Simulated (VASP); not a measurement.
A run of VASP 6.6.1 is set up as follows.

The input INCAR:

```
PREC = Accurate
ENCUT = 520
EDIFF = 1E-6
ISMEAR = 1
SIGMA = 0.1
LREAL = False
LASPH = True
NELM = 80
ALGO = Normal
ISIF = 2
LWAVE = False
LCHARG = False
GGA = PE
NBANDS = 12
```

The input KPOINTS:

```
Automatic mesh
0
Gamma
  9 9 9
```

File POSCAR:

```
Sb
1.0
    2.1542000000      1.2437279499      3.7580000000
   -2.1542000000      1.2437279499      3.7580000000
    0.0000000000     -2.4874558998      3.7580000000
Sb
2
Direct
    0.7676430000      0.7550740000      0.7647910000
    0.2500380000      0.2274410000      0.2223170000
```

Potentials or basis: VASP PAW PBE potentials, release 64 (Sb).

The run is started by

```console
$ cat potpaw_PBE.64/Sb/POTCAR > POTCAR
$ mpirun -np 1 vasp_std > vasp.out
```

(1) What does it give for the pressure?

(2) Estimate the band gap on the k mesh.

(3) Estimate the largest force.

Answers

(1) 2.3 GPa.

(2) zero (bands 5 and 6 overlap by 0.08 eV).

(3) 0.123 eV/Å.

Caveat: spin-orbit coupling is left out, which moves the levels of the heavy elements.
